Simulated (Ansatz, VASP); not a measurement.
# LiF in VASP and in Ansatz

File INCAR:

```
ALGO = Normal
EDIFF = 1E-6
EDIFFG = -0.04
ENCUT = 600
GGA = PE
IBRION = 2
ISIF = 3
ISMEAR = 0
LASPH = T
LCHARG = F
LREAL = F
LWAVE = F
NELM = 80
NSW = 90
PREC = Accurate
SIGMA = 0.1
```

KPOINTS

```
k-points
0
Gamma
  6 6 4
```

File POSCAR:

```
LiF
1.0
    3.9656973823      0.0000000000      0.0000000000
   -1.9828486912      3.4343946768      0.0000000000
    0.0000000000      0.0000000000      4.8153156965
Li F
3 3
Direct
    0.0000000000      0.3805134976      0.0003923358
    0.6194865024      0.6194865024      0.0003923358
    0.3805134976      0.0000000000      0.0003923358
    0.3333333333      0.3333333333      0.5000000000
    0.0000000000      0.6666666667      0.5000000000
    0.6666666667      0.0000000000      0.5000000000
```

Input for Ansatz:

```yaml
crystal:
  lattice:
    - [3.9656973823, 0.0, 0.0]
    - [-1.9828486912, 3.4343946768, 0.0]
    - [0.0, 0.0, 4.8153156965]
  atoms:
    - { symbol: Li, position: [0.0, 0.3805134976, 0.0003923358] }
    - { symbol: Li, position: [0.6194865024, 0.6194865024, 0.0003923358] }
    - { symbol: Li, position: [0.3805134976, 0.0, 0.0003923358] }
    - { symbol: F, position: [0.3333333333, 0.3333333333, 0.5] }
    - { symbol: F, position: [0.0, 0.6666666667, 0.5] }
    - { symbol: F, position: [0.6666666667, 0.0, 0.5] }
basis:
  ecutwfc: 420
kpoints:
  mp_grid: { grid: [6, 6, 4] }
hamiltonian:
  xc: pbe
scf:
  occupations: { method: gaussian, width: 0.1 }
  lower_state_search: "off"
output:
  forces: true
  stress: true
  eigenvalues: true
relax:
  adjacent_minimum: "off"
  f_tol: 0.04
  max_steps: 70
  cell: { stress_tol: 0.4 }
```

Alike in both runs: task relaxation of cell and atoms; functional PBE; k mesh 6 × 6 × 4; occupations gaussian, width 0.1 eV; no spin polarisation.

|  | VASP | Ansatz |
| --- | --- | --- |
| version | VASP 6.6.1 | Ansatz 0.2.0 |
| potentials or method | VASP PAW PBE potentials, release 64 (Li_sv, F), cutoff 600 eV | scalar-relativistic, plane waves, PAW |
| valence electrons in the cell | 30 | 30 |

|  | VASP | Ansatz | Ansatz less VASP |
| --- | --- | --- | --- |
| gap on the k mesh at the Fermi level, each at its own relaxed structure (eV) | 8.17 | 7.75 | -0.421 |
| relaxed volume (Å³/atom) | 8.40 | 8.76 | +0.355 |
| relaxed cell length with the largest relative difference (Å) | 4.764 | 4.858 | +0.0931 |

Noted on VASP's run: the cutoff is short for stress, so the pressure is rough; the volume moved by over 15 % at a fixed basis, so the end points are rough.
